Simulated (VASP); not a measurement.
Input of a VASP 6.6.1 run:

The input INCAR:

```
  ALGO = Normal
  EDIFF = 1E-6
  ENCUT = 520
  GGA = PE
  ISIF = 2
  ISMEAR = 0
  LASPH = T
  LCHARG = F
  LREAL = F
  LWAVE = F
  NBANDS = 30
  NELM = 100
  PREC = Accurate
  SIGMA = 0.1
```

The input KPOINTS:

```
k-points
0
Gamma
  12 12 4
```

File POSCAR:

```
Pt3Br2
1.0
    3.4382673131      0.0000000000      0.0000000000
   -1.7191336565      2.9776268381      0.0000000000
    0.0000000000      0.0000000000      9.4766980618
Pt Br
3 2
Direct
    0.0000000000      0.0000000000      0.0000000000
    0.3333333333      0.6666666667      0.5907432429
    0.6666666667      0.3333333333      0.4092567571
    0.3333333333      0.6666666667      0.1968684248
    0.6666666667      0.3333333333      0.8031315752
```

Potentials or basis: VASP PAW PBE potentials, release 64 (Pt, Br).

The run is started by

```bash
$ cat potpaw_PBE.64/Pt/POTCAR potpaw_PBE.64/Br/POTCAR > POTCAR
$ mpirun -np 1 vasp_std > vasp.out
```

What does it give for the pressure?

-0.2 GPa.

Estimate the band gap on the k mesh.

zero (bands 22 and 23 overlap by 0.44 eV).

What does it give for the largest force?

0.024 eV/Å.

Stress tensor (GPa, compression positive):
```
-0.14  0.00  0.00
 0.00 -0.14  0.00
 0.00  0.00 -0.25
```

Caveat: spin-orbit coupling is left out, which moves the levels of the heavy elements.
